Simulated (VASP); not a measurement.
# BeCu2GeSe4: single point with r2SCAN

Crystal: BeCu2GeSe4.

```xyz
8
Lattice="-2.7239 2.7239 5.2956 2.7239 -2.7239 5.2956 2.7239 2.7239 -5.2956" Properties=species:S:1:pos:R:3 pbc="T T T"
Cu    0.0000    0.0000    0.0000
Cu    0.0000    2.7239    2.6478
Be    2.7239    0.0000    2.6478
Ge    0.0000    0.0000    5.2956
Se    4.1516    1.4250   -1.3944
Se    1.4250    1.2963    1.3944
Se   -1.4276    1.2989    3.9012
Se    1.2989    1.4276    6.6900
```

```yaml
Program: VASP 6.6.1
Task: single point
Functional: r2SCAN
Potentials_or_basis: VASP PAW PBE potentials, release 64 (Cu, Be, Ge_d, Se)
Cutoff: 520 eV
k_mesh: 6 × 6 × 6
Occupations: gaussian, width 0.01 eV
Spin: no spin polarisation
```

```json
{
  "Pressure": "2.5 GPa",
  "Largest force": "0.052 eV/Å",
  "Band gap on the k mesh": "0.72 eV (least direct gap 0.84 eV)"
}
```

Forces in eV/Å, atoms in the order of the input:
```
Cu   0.000  0.000  0.000
Cu   0.000  0.000  0.000
Be   0.000  0.000  0.000
Ge   0.000  0.000  0.000
Se   0.037 -0.018 -0.031
Se  -0.018 -0.037  0.031
Se  -0.037  0.018 -0.031
Se   0.018  0.037  0.031
```

Levels at points of the mesh, in eV from the valence-band top:
```tsv
k point	band 29	band 30	band 31	band 32	band 33	band 34
(0.00, 0.00, 0.00)	-0.13	-0.13	0.00	0.84	1.93	3.31
(0.50, 0.00, 0.00)	-1.34	-1.14	-0.59	1.75	3.07	3.56
(0.50, 0.50, 0.00)	-0.84	-0.61	-0.45	0.72	3.05	3.21
(0.50, 0.50, 0.50)	-1.14	-1.00	-1.00	1.15	2.07	2.07
```

Wall time 11 min on 1 thread of Intel(R) Xeon(R) 6975P-C (Granite Rapids), with other jobs on the host, peak memory 0.52 GiB.

Caveat: semilocal functionals underestimate gaps, and a narrow one can read as zero; the PAW data sets were made with another functional, which shifts forces and pressure a little. A k mesh can miss the band edges.
